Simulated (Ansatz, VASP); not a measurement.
**W3N4: VASP beside Ansatz**

```
W N
1.0
     4.12200    0.00000    0.00000
     0.00000    4.12200    0.00000
     0.00000    0.00000    4.12200
W N
3 4
Cartesian
  2.0610 2.0610 0.0000
  0.0000 2.0610 2.0610
  2.0610 0.0000 2.0610
  2.0610 2.0610 2.0610
  2.0610 0.0000 0.0000
  0.0000 2.0610 0.0000
  0.0000 0.0000 2.0610
```

Alike in both runs: task relaxation of cell and atoms; functional PBEsol; k mesh 10 × 10 × 10; occupations gaussian, width 0.1 eV; no spin polarisation.

|  | VASP | Ansatz |
| --- | --- | --- |
| version | VASP 6.6.1 | Ansatz 0.2.0 |
| potentials or method | VASP PAW PBE potentials, release 64 (W_sv, N), cutoff 600 eV | scalar-relativistic, plane waves, PAW |
| valence electrons in the cell | 62 | 62 |

```csv
,VASP,Ansatz,Ansatz less VASP
"gap on the k mesh at the Fermi level, each at its own relaxed structure (eV)",none,none,-
relaxed volume (Å³/atom),10.47,10.43,-0.043
relaxed length of the cell vector where the two differ most in proportion (Å),4.185,4.179,-0.0057
```

VASP's potentials were made for PBE, not for PBEsol. A gap of «none» marks a metal or a gap that the smearing closes.

Neither program's run includes spin-orbit coupling.
